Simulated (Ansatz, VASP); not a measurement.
## One calculation of O, two programs

```
O
1.0
     0.00000    1.90240    3.92466
     1.51172    0.00000    3.92466
     1.51172    1.90240    0.00000
O
2
Direct
  0.42110 0.42110 0.57890
  0.57890 0.57890 0.42110
```

Change from the starting cell: volume scaled by 1.02.

Alike in both runs: task single point; functional LDA; k mesh 14 × 14 × 14; occupations fermi-dirac, width 0.08 eV; no spin polarisation.

```csv
,VASP,Ansatz
version,VASP 6.6.1,Ansatz 0.2.0
potentials or method,"VASP PAW LDA potentials, release 64 (O), cutoff 520 eV","all-electron LAPW, scalar-relativistic"
```

|  | VASP | Ansatz | Ansatz less VASP |
| --- | --- | --- | --- |
| pressure (GPa) | -10.0 | -13.0 | -3.02 |
| traceless stress, the component that is largest in VASP (GPa) | -4.15 | -10.70 | -6.541 |
| rms of the force components (eV/Å) | 0.824 | 1.482 | +0.6584 |

LDA's correlation is that of Perdew and Zunger in VASP and of Perdew and Wang (1992) in Ansatz. Atom by atom the forces differ by 0.658 eV/Å (rms over components). Ansatz ran all-electron here, and VASP with PAW potentials.

Noted on VASP's run: the standard files for N, O and F lose accuracy on very short bonds; spin is off for a triplet molecule.
